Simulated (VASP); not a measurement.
Crystal: LaAgS2.

```
CELL_PARAMETERS angstrom
4.10707 0.00000 0.00000
0.00000 4.10707 0.00000
0.00000 0.00000 5.80828
ATOMIC_POSITIONS crystal
Ag 0.00000 0.00000 0.00000
S 0.00000 0.00000 0.50000
S 0.50000 0.50000 0.00000
La 0.50000 0.50000 0.50000
```

| Quantity | Value |
| --- | --- |
| Program | VASP 6.6.1 |
| Task | relaxation of cell and atoms |
| Functional | PBE |
| Potentials or basis | VASP PAW PBE potentials, release 64 (Ag, S, La) |
| Cutoff | 600 eV |
| k mesh | 6 × 6 × 4 |
| Occupations | fermi-dirac, width 0.02 eV |
| Spin | no spin polarisation |

At the start: pressure -1.7 GPa; volume 24.49 Å³/atom.

How do energy, volume and symmetry change on relaxing?

Over 10 steps the energy falls by 9.9 meV/atom and the volume is 23.92 Å³/atom (-2.3 %); space group P4/mmm (No. 123, to 0.1 Å) before and after.

The path:
```tsv
step	energy change (eV)	largest force (eV/Å)	pressure (GPa)	volume (Å³)
1	0.0000	0.0000	-1.70	97.97
2	-0.0324	0.0000	0.88	94.31
3	-0.0327	0.0000	0.61	94.66
4	-0.0393	0.0000	0.18	95.35
5	-0.0398	0.0000	0.05	95.58
6	-0.0398	0.0000	0.05	95.59
7	-0.0397	0.0000	0.03	95.63
8	-0.0398	0.0000	-0.02	95.71
9	-0.0398	0.0000	-0.03	95.70
10	-0.0398	0.0000	-0.02	95.68
```

Final structure:
```
CELL_PARAMETERS angstrom
4.13038 0.00000 0.00000
0.00000 4.13038 0.00000
0.00000 0.00000 5.60865
ATOMIC_POSITIONS crystal
Ag 0.00000 0.00000 0.00000
S 0.00000 0.00000 0.50000
S 0.50000 0.50000 0.00000
La 0.50000 0.50000 0.50000
```
